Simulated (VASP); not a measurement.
The system is NaF.

```
Na F
1.0
     3.94201    0.00000    0.00000
    -1.97100    3.41388    0.00000
     0.00000    0.00000    4.65561
Na F
2 2
Direct
  0.33333 0.66667 0.93750
  0.66667 0.33333 0.43750
  0.33333 0.66667 0.43750
  0.66667 0.33333 0.93750
```

```yaml
Program: VASP 6.6.1
Task: relaxation of cell and atoms
Functional: PBEsol
Potentials_or_basis: VASP PAW PBE potentials, release 64 (Na_pv, F)
Cutoff: 600 eV
k_mesh: 6 × 6 × 6
Occupations: fermi-dirac, width 0.02 eV
Spin: no spin polarisation
```

At the start: pressure -1.5 GPa; volume 15.66 Å³/atom.

Task: Where does the relaxation end?

Result: Over 9 steps the energy falls by 3.3 meV/atom and the volume is 15.00 Å³/atom (-4.2 %); space group P6_3/mmc (No. 194, to 0.1 Å) before and after.

The path:
```tsv
step	energy change (eV)	largest force (eV/Å)	pressure (GPa)	volume (Å³)
1	0.0000	0.0000	-1.54	62.65
2	-0.0100	0.0000	-0.73	61.30
3	-0.0129	0.0000	-0.27	60.50
4	-0.0107	0.0000	0.84	58.91
5	-0.0133	0.0000	-0.11	60.11
6	-0.0133	0.0000	0.10	59.89
7	-0.0133	0.0000	-0.04	60.00
8	-0.0133	0.0000	0.06	59.94
9	-0.0133	0.0000	-0.01	60.00
```

Final structure:
```yaml
crystal:
  lattice:
    - [3.88961, 0.00000, 0.00000]
    - [-1.94480, 3.36850, 0.00000]
    - [0.00000, 0.00000, 4.57940]
  atoms:
    - { symbol: Na, position: [0.33333, 0.66667, 0.93750] }
    - { symbol: Na, position: [0.66667, 0.33333, 0.43750] }
    - { symbol: F, position: [0.33333, 0.66667, 0.43750] }
    - { symbol: F, position: [0.66667, 0.33333, 0.93750] }
```

Caveat: the structure was generated, so it needn't be the stable form of NaF; the PAW data sets were made with another functional, which shifts forces and pressure a little.
